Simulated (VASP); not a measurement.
Here is a VASP 6.6.1 calculation.

File INCAR:

```
PREC     = Accurate       # precision mode
ENCUT    = 520            # plane-wave cutoff, eV
EDIFF    = 1E-6           # SCF threshold, eV
ISMEAR   = 0              # smearing method
SIGMA    = 0.1            # smearing width, eV
LREAL    = False          # projectors in reciprocal space
LASPH    = True           # aspherical terms in the spheres
NELM     = 60             # most SCF steps
ALGO     = Normal         # electronic algorithm
ISIF     = 2              # what is computed and relaxed
LWAVE    = False          # write WAVECAR
LCHARG   = False          # write CHGCAR
GGA      = PE             # functional
NBANDS   = 18             # bands
```

Contents of KPOINTS:

```
regular mesh
0
Gamma
  12 12 6
```

The input POSCAR:

```
Rb2H3
1.0
    4.9349440341      0.0000000000      0.0000000000
   -2.4674720170      4.2737868998      0.0000000000
    0.0000000000      0.0000000000      5.9987430555
Rb H
2 3
Direct
    0.3333333333      0.6666666667      0.2338247038
    0.6666666667      0.3333333333      0.7661752962
    0.0000000000      0.0000000000      0.0000000000
    0.3333333333      0.6666666667      0.7362801439
    0.6666666667      0.3333333333      0.2637198561
```

Potentials or basis: VASP PAW PBE potentials, release 64 (Rb_sv, H).

Command:

```bash
$ cat potpaw_PBE.64/Rb_sv/POTCAR potpaw_PBE.64/H/POTCAR > POTCAR
$ mpirun -np 1 vasp_std > vasp.out
```

Q: What does it give for the pressure?

A: 0.0 GPa.

Q: Estimate the largest force.

A: 0.006 eV/Å.

Q: Estimate the band gap on the k mesh.

A: Zero (an odd number of electrons rules out a gap without spin polarisation).

Forces in eV/Å, atoms in the order of the input:
```
Rb   0.000  0.000  0.006
Rb   0.000  0.000 -0.006
H    0.000  0.000  0.000
H    0.000  0.000 -0.002
H    0.000  0.000  0.002
```

Caveat: an odd number of electrons without spin polarisation forces a metal; a magnetic or distorted state may lie lower.
